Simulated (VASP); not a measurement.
Input of a VASP 6.6.1 run:

File INCAR:

```
SYSTEM = Ti
ALGO     = Normal         ! electronic algorithm
EDIFF    = 1E-6           ! SCF threshold, eV
ENCUT    = 520            ! plane-wave cutoff, eV
GGA      = PS             ! functional
ISIF     = 2              ! what is computed and relaxed
ISMEAR   = 0              ! smearing method
LASPH    = .True.         ! aspherical terms in the spheres
LCHARG   = .False.        ! write CHGCAR
LREAL    = .False.        ! projectors in reciprocal space
LWAVE    = .False.        ! write WAVECAR
NBANDS   = 12             ! bands
NELM     = 100            ! most SCF steps
PREC     = Accurate       ! precision mode
SIGMA    = 0.1            ! smearing width, eV
```

The input KPOINTS:

```
k-points
0
Gamma
  18 18 18
  0 0 0
```

Contents of POSCAR:

```
Ti
1.0
    0.0000000000      1.9865233894      1.9865233894
    1.9865233894      0.0000000000      1.9865233894
    1.9865233894      1.9865233894      0.0000000000
Ti
1
Direct
    0.0000000000      0.0000000000      0.0000000000
```

Potentials or basis: VASP PAW PBE potentials, release 64 (Ti_sv).

Run with:

```console
$ cat potpaw_PBE.64/Ti_sv/POTCAR > POTCAR
$ mpirun -np 1 vasp_std > vasp.out
```

(1) What does it give for the pressure?

(2) Predict the band gap on the k mesh.

Answers

(1) 7.4 GPa.

(2) zero (band 6 reaches 10.16 eV, above the bottom of band 7 at 8.71 eV).

Caveat: the PAW data sets were made with another functional, which shifts forces and pressure a little.
